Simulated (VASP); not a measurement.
# KF (Fm-3m) in VASP: further runs

KF is run at these levels: PBE; tasks: single point.

Everything below comes from runs of VASP 6.6.1. Logs are shortened: lines on timing, memory, paths and dates and some standing lists are left out, and cuts for length are marked.

### 1 The cell of the first run

The structure is cubic, space group Fm-3m (No. 225). The conventional cell has a = 5.474 Å, b = 5.474 Å, c = 5.474 Å, α = 90.00°, β = 90.00°, γ = 90.00°. Within 3.6 Å of K (site symmetry m-3m) lie 6 F at 2.74 Å. Within 3.6 Å of F (site symmetry m-3m) lie 6 K at 2.74 Å.

### 2 Single point, PBE (20.50 Å³/atom)

INCAR reads:

```
ALGO = Normal ; EDIFF = 1E-7
ENCUT = 520 ; GGA = PE
ISIF = 2 ; ISMEAR = 0
LASPH = True ; LCHARG = False
LREAL = False ; LWAVE = False
NBANDS = 15 ; NELM = 80
PREC = Accurate ; SIGMA = 0.02
```

KPOINTS reads:

```
k-points
0
Gamma
  8 8 8
```

POSCAR reads:

```
KF
1.0
    0.0000000000      2.7368724241      2.7368724241
    2.7368724241      0.0000000000      2.7368724241
    2.7368724241      2.7368724241      0.0000000000
K F
1 1
Direct
    0.0000000000      0.0000000000      0.0000000000
    0.5000000000      0.5000000000      0.5000000000
```

Potentials or basis: VASP PAW PBE potentials, release 64 (K_sv, F).

Launch:

```sh
> cat potpaw_PBE.64/K_sv/POTCAR potpaw_PBE.64/F/POTCAR > POTCAR
> mpirun -np 1 vasp_std > vasp.out
```

OUTCAR:

```text
EDIFF = 1E-7
   ENCUT = 520
   GGA = PE
   ISIF = 2
   ISMEAR = 0
   LASPH = True
   LREAL = False
   NELM = 80
   PREC = Accurate

 ion  position               nearest neighbor table
   1  0.000  0.000  0.000-   2 2.74   2 2.74   2 2.74   2 2.74   2 2.74   2 2.74
   2  0.500  0.500  0.500-   1 2.74   1 2.74   1 2.74   1 2.74   1 2.74   1 2.74

  LATTYP: Found a face centered cubic cell.
 ALAT       =     5.4737448482

  Lattice vectors:

 A1 = (   0.0000000000,   2.7368724241,   2.7368724241)
 A2 = (   2.7368724241,   0.0000000000,   2.7368724241)
 A3 = (   2.7368724241,   2.7368724241,   0.0000000000)

Analysis of symmetry for initial positions (statically):
=====================================================================
 Subroutine PRICEL returns:
 Original cell was already a primitive cell.

 Routine SETGRP: Setting up the symmetry group for a
 face centered cubic supercell.

 Subroutine GETGRP returns: Found 48 space group operations
 (whereof 48 operations were pure point group operations)
 out of a pool of 48 trial point group operations.

The static configuration has the point symmetry O_h .

Analysis of symmetry for dynamics (positions and initial velocities):
=====================================================================
 Subroutine PRICEL returns:
 Original cell was already a primitive cell.

 Routine SETGRP: Setting up the symmetry group for a
 face centered cubic supercell.

 Subroutine GETGRP returns: Found 48 space group operations
 (whereof 48 operations were pure point group operations)
 out of a pool of 48 trial point group operations.

The dynamic configuration has the point symmetry O_h .

 Subroutine INISYM returns: Found 48 space group operations
 (whereof 48 operations are pure point group operations),
 and found     1 'primitive' translations

----------------------------------------------------------------------------------------

                                     Primitive cell

  volume of cell :      41.0009

  direct lattice vectors                    reciprocal lattice vectors
     0.000000000  2.736872424  2.736872424    -0.182690284  0.182690284  0.182690284
     2.736872424  0.000000000  2.736872424     0.182690284 -0.182690284  0.182690284
     2.736872424  2.736872424  0.000000000     0.182690284  0.182690284 -0.182690284

  length of vectors
     3.870522101  3.870522101  3.870522101     0.316428854  0.316428854  0.316428854

  position of ions in fractional coordinates (direct lattice)
     0.000000000  0.000000000  0.000000000
     0.500000000  0.500000000  0.500000000

  ion indices of the primitive-cell ions
   primitive index   ion index
                 1           1
                 2           2

----------------------------------------------------------------------------------------

 KPOINTS: k-points

Automatic generation of k-mesh.
 Grid dimensions read from file:
 generate k-points for:    8    8    8

 Generating k-lattice:

  Cartesian coordinates                     Fractional coordinates (reciprocal lattice)
    -0.022836285  0.022836285  0.022836285     0.125000000  0.000000000  0.000000000
     0.022836285 -0.022836285  0.022836285     0.000000000  0.125000000  0.000000000
     0.022836285  0.022836285 -0.022836285     0.000000000  0.000000000  0.125000000

  Length of vectors
     0.039553607  0.039553607  0.039553607

  Shift w.r.t. Gamma in fractional coordinates (k-lattice)
     0.000000000  0.000000000  0.000000000

 Subroutine IBZKPT returns following result:
 ===========================================

 Found     29 irreducible k-points:

 Following reciprocal coordinates:
            Coordinates               Weight
  0.000000  0.000000  0.000000      1.000000
  0.125000  0.000000  0.000000      8.000000
  0.250000  0.000000  0.000000      8.000000
  0.375000  0.000000  0.000000      8.000000
  0.500000  0.000000  0.000000      4.000000
  0.125000  0.125000  0.000000      6.000000
[... 16 lines left out ...]
  0.500000  0.250000  0.125000     48.000000
 -0.375000  0.250000  0.125000     24.000000
 [... further k-points ...]
   k-points           NKPTS =     29   k-points in BZ     NKDIM =     29   number of bands    NBANDS=     15
   number of dos      NEDOS =    301   number of ions     NIONS =      2
   total plane-waves  NPLWV =  27000
   dimension x,y,z NGX =    30 NGY =   30 NGZ =   30
   dimension x,y,z NGXF=    60 NGYF=   60 NGZF=   60
   ions per type =               1   1
   NGX,Y,Z   is equivalent  to a cutoff of  12.89, 12.89, 12.89 a.u.
   NGXF,Y,Z  is equivalent  to a cutoff of  25.77, 25.77, 25.77 a.u.
 SYSTEM =  unknown system
   PREC   = accura    normal or accurate (medium, high low for compatibility)
   ISTART =      0    job   : 0-new  1-cont  2-samecut
   ICHARG =      2    charge: 1-file 2-atom 10-const
   ISPIN  =      1    spin polarized calculation?
   LNONCOLLINEAR =      F non collinear calculations
   LSORBIT =      F    spin-orbit coupling
   LASPH  =      T    aspherical Exc in radial PAW
   ENCUT  =  520.0 eV  38.22 Ry    6.18 a.u.   7.20  7.20  7.20*2*pi/ulx,y,z
   NELM   =     80;   NELMIN=  2; NELMDL= -5     # of ELM steps
   EDIFF  = 0.1E-06   stopping-criterion for ELM
   LREAL  =      F    real-space projection
   EDIFFG = 0.1E-05   stopping-criterion for IOM
   NSW    =      0    number of steps for IOM
   IBRION =     -1    ionic relax: 0-MD 1-quasi-New 2-CG
   NFREE  =      0    steps in history (QN), initial steepest desc. (CG)
   ISIF   =      2    stress and relaxation
   ISYM   =      2    0-nonsym 1-usesym 2-fastsym
   POTIM  = 0.5000    time-step for ionic-motion
   TEBEG  =    0.0;   TEEND  =   0.0 temperature during run
   PSTRESS=    0.0 pullay stress
   NELECT =      16.0000    total number of electrons
   NUPDOWN=      -1.0000    fix difference up-down
   EMIN   =  10.00;   EMAX   =-10.00  energy-range for DOS
   EFERMI =   0.00;   METHOD = LEGACY
   ISMEAR =     0;   SIGMA  =   0.02  broadening in eV -4-tet -1-fermi 0-gaus
   EFERMI_NEDOS =   21; number of points for ismear=-14 and -15
   IALGO  =     38    algorithm
   IMIX   =      4    mixing-type and parameters
     AMIX     =   0.40;   BMIX     =  1.00
     AMIX_MAG =   1.60;   BMIX_MAG =  1.00
  volume/ion in A,a.u.               =      20.50       138.34
  Fermi-wavevector in a.u.,A,eV,Ry     =   1.196328  2.260732 19.472668  1.431201
  Thomas-Fermi vector in A             =   2.332271
   LORBIT       =      0    0 simple, 1 ext, 2 COOP (PROOUT), +10 PAW based schemes
   GGA     = PE    functional components
   LHFCALC =     F    Hartree Fock is set to
   AEXX    =    0.0000 exact exchange contribution
   IVDW    =     0    specifies the selected vdW correction
   LEPSILON=     F    determine dielectric tensor
   LRPA    =     F    only Hartree local field effects (RPA)
 non-spin polarized calculation
 Gauss-broadening in eV      SIGMA  =   0.02
  energy-cutoff  :      520.00
  volume of cell :       41.00
 maximum number of plane-waves:      1124
 NGX is ok and might be reduce to    30
   NGX = 15   NGY = 15   NGZ = 15

 number of electron      15.9999994 magnetization

 Free energy of the ion-electron system (eV)
  ---------------------------------------------------
  ext. energy  EPLUGINS =         0.00000000
  ---------------------------------------------------
  free energy    TOTEN  =        -8.29769861 eV

  energy without entropy =       -8.29769861  energy(sigma->0) =       -8.29769861

 E-fermi :  -2.8268     XC(G=0):  -8.0823

 val. band max:       -2.9845476234   @ k =   0.0000   0.0000   0.0000
 cond. band min:       2.8187832778   @ k =   0.0000   0.0000   0.0000
 fundamental gap:      5.8033309012
 Fermi energy:        -2.8267779220

 k-point     1 :       0.0000    0.0000    0.0000
  band No.  band energies     occupation
      1     -29.3307      2.00000
      2     -21.6022      2.00000
      3     -12.6274      2.00000
      4     -12.6274      2.00000
      5     -12.6274      2.00000
      6      -2.9846      2.00000
      7      -2.9845      2.00000
      8      -2.9845      2.00000
      9       2.8188      0.00000
     10       7.4882      0.00000
     11       7.4882      0.00000
     12       7.4882      0.00000
     13       9.0668      0.00000
     14       9.0668      0.00000
     15      13.4760      0.00000

 k-point     2 :       0.1250    0.0000    0.0000
  band No.  band energies     occupation
      1     -29.3210      2.00000
      2     -21.6110      2.00000
      3     -12.6624      2.00000
      4     -12.6323      2.00000
      5     -12.6323      2.00000
      6      -3.1109      2.00000
      7      -3.0287      2.00000
      8      -3.0287      2.00000
      9       3.2254      0.00000
     10       7.2432      0.00000
     11       7.6823      0.00000
     12       7.6823      0.00000
     13       9.1901      0.00000
     14       9.1901      0.00000
     15      14.1725      0.00000

 k-point     3 :       0.2500    0.0000    0.0000
  band No.  band energies     occupation
      1     -29.2973      2.00000
      2     -21.6307      2.00000
      3     -12.7459      2.00000
      4     -12.6438      2.00000
      5     -12.6438      2.00000
      6      -3.3793      2.00000
      7      -3.1332      2.00000
      8      -3.1332      2.00000
      9       4.2549      0.00000
     10       6.8776      0.00000
     11       8.1577      0.00000
     12       8.1577      0.00000
     13       9.5866      0.00000
     14       9.5866      0.00000
     15      14.9609      0.00000

 k-point     4 :       0.3750    0.0000    0.0000
  band No.  band energies     occupation
      1     -29.2735      2.00000
      2     -21.6508      2.00000
      3     -12.8283      2.00000
      4     -12.6553      2.00000
      5     -12.6553      2.00000
      6      -3.6116      2.00000
      7      -3.2350      2.00000
      8      -3.2350      2.00000
      9       5.3732      0.00000
     10       6.8412      0.00000
     11       8.5915      0.00000
     12       8.5915      0.00000
     13      10.3095      0.00000
     14      10.3096      0.00000
     15      13.3429      0.00000
[... 307 lines left out ...]
 k-point    22 :       0.3750    0.2500    0.1250
  band No.  band energies     occupation
      1     -29.2810      2.00000
      2     -21.6315      2.00000
      3     -12.7782      2.00000
      4     -12.7435      2.00000
      5     -12.6688      2.00000
      6      -3.4617      2.00000
      7      -3.1673      2.00000
      8      -3.0652      2.00000
      9       4.9285      0.00000
     10       6.3010      0.00000
     11       8.5541      0.00000
     12       8.7617      0.00000
     13       9.5722      0.00000
     14      10.0480      0.00000
     15      14.4450      0.00000

 k-point    23 :       0.5000    0.2500    0.1250
  band No.  band energies     occupation
      1     -29.2626      2.00000
      2     -21.6387      2.00000
      3     -12.8551      2.00000
      4     -12.7864      2.00000
      5     -12.6826      2.00000
      6      -3.4988      2.00000
      7      -3.2412      2.00000
      8      -3.1398      2.00000
      9       5.8510      0.00000
     10       6.3944      0.00000
     11       8.3929      0.00000
     12       9.2258      0.00000
     13      10.0753      0.00000
     14      10.9783      0.00000
     15      12.4552      0.00000

 k-point    24 :      -0.3750    0.2500    0.1250
  band No.  band energies     occupation
      1     -29.2550      2.00000
      2     -21.6417      2.00000
      3     -12.8903      2.00000
      4     -12.7992      2.00000
      5     -12.6899      2.00000
      6      -3.5052      2.00000
      7      -3.2306      2.00000
      8      -3.2207      2.00000
      9       6.1224      0.00000
     10       6.7504      0.00000
     11       8.2913      0.00000
     12       9.3532      0.00000
     13      10.5143      0.00000
     14      11.4622      0.00000
     15      11.5624      0.00000

 [... further k-points ...]

------------------------ aborting loop because EDIFF is reached ----------------------------------------

  FORCE on cell =-STRESS in cart. coord.  units (eV):
  Direction    XX          YY          ZZ          XY          YZ          ZX
  --------------------------------------------------------------------------------------
  -------------------------------------------------------------------------------------
  Total       -0.2025351     -0.2025351     -0.2025351      0.0000000     -0.0000000      0.0000000
  in kB       -7.9143845     -7.9143845     -7.9143845      0.0000000     -0.0000000      0.0000000
  external PRESSURE =      -7.9143845 kB  Pullay stress =       0.0000000 kB

 VOLUME and BASIS-vectors are now :
 -----------------------------------------------------------------------------
  energy-cutoff  :      520.00
  volume of cell :       41.00
      direct lattice vectors                 reciprocal lattice vectors
     0.000000000  2.736872424  2.736872424    -0.182690284  0.182690284  0.182690284
     2.736872424  0.000000000  2.736872424     0.182690284 -0.182690284  0.182690284
     2.736872424  2.736872424  0.000000000     0.182690284  0.182690284 -0.182690284

 POSITION                                       TOTAL-FORCE (eV/Angst)
 -----------------------------------------------------------------------------------
      0.00000      0.00000      0.00000        -0.000000     -0.000000     -0.000000
      2.73687      2.73687      2.73687         0.000000      0.000000      0.000000
 -----------------------------------------------------------------------------------
    total drift:                                0.000000      0.000000      0.000000

  FREE ENERGIE OF THE ION-ELECTRON SYSTEM (eV)
  ---------------------------------------------------
  free  energy   TOTEN  =        -8.2976986094 eV

  energy  without entropy=       -8.2976986094  energy(sigma->0) =       -8.29769861
```

Run time: 12 s. Hardware: 1 thread of AMD EPYC 9R45 (Zen 5), shared host; peak memory 0.14 GiB.

What came out:

```
Free energy            : -8.2977 eV
Pressure               : -0.8 GPa
Band gap on the k mesh : 5.80 eV
```

A k mesh can miss the band edges.

### 3 Single point, PBE (21.10 Å³/atom)

This run uses another cell than the first one, of 21.10 Å³/atom.

INCAR reads:

```
ALGO     = Normal         # electronic algorithm
EDIFF    = 1E-6           # SCF threshold, eV
ENCUT    = 520            # plane-wave cutoff, eV
GGA      = PE             # functional
ISIF     = 2              # what is computed and relaxed
ISMEAR   = 0              # smearing method
LASPH    = T              # aspherical terms in the spheres
LCHARG   = F              # write CHGCAR
LREAL    = F              # projectors in reciprocal space
LWAVE    = F              # write WAVECAR
NBANDS   = 15             # bands
NELM     = 80             # most SCF steps
PREC     = Accurate       # precision mode
SIGMA    = 0.02           # smearing width, eV
```

KPOINTS is that of step 2.

POSCAR reads:

```
KF
1.0
    0.0000000000      2.7631901196      2.7631901196
    2.7631901196      0.0000000000      2.7631901196
    2.7631901196      2.7631901196      0.0000000000
K F
1 1
Direct
    0.0000000000      0.0000000000      0.0000000000
    0.5000000000      0.5000000000      0.5000000000
```

Potentials or basis: VASP PAW PBE potentials, release 64 (K_sv, F).

Launch:

```sh
> cat potpaw_PBE.64/K_sv/POTCAR potpaw_PBE.64/F/POTCAR > POTCAR
> mpirun -np 1 vasp_std > vasp.out
```

It took 11 s on 1 thread of AMD EPYC 9R45 (Zen 5), shared host; peak memory 0.14 GiB.

It converged, with:

* Free energy: -8.2905 eV
* Pressure: -1.5 GPa
* Band gap on the k mesh: 5.67 eV

Levels at points of the mesh, in eV from the valence-band top:
| k point | band 4 | band 5 | band 6 | band 7 | band 8 | band 9 | band 10 | band 11 | band 12 | band 13 |
| --- | --- | --- | --- | --- | --- | --- | --- | --- | --- | --- |
| (0.00, 0.00, 0.00) | -9.75 | -9.75 | 0.00 | 0.00 | 0.00 | 5.67 | 10.39 | 10.39 | 10.39 | 11.93 |
| (0.50, 0.00, 0.00) | -9.78 | -9.78 | -0.69 | -0.27 | -0.27 | 8.64 | 9.88 | 11.59 | 11.59 | 13.65 |
| (0.50, 0.50, 0.00) | -9.90 | -9.90 | -0.25 | -0.07 | -0.07 | 8.10 | 9.75 | 11.03 | 13.07 | 13.61 |

A k mesh can miss the band edges.

(Continued in part 2 of 2.)
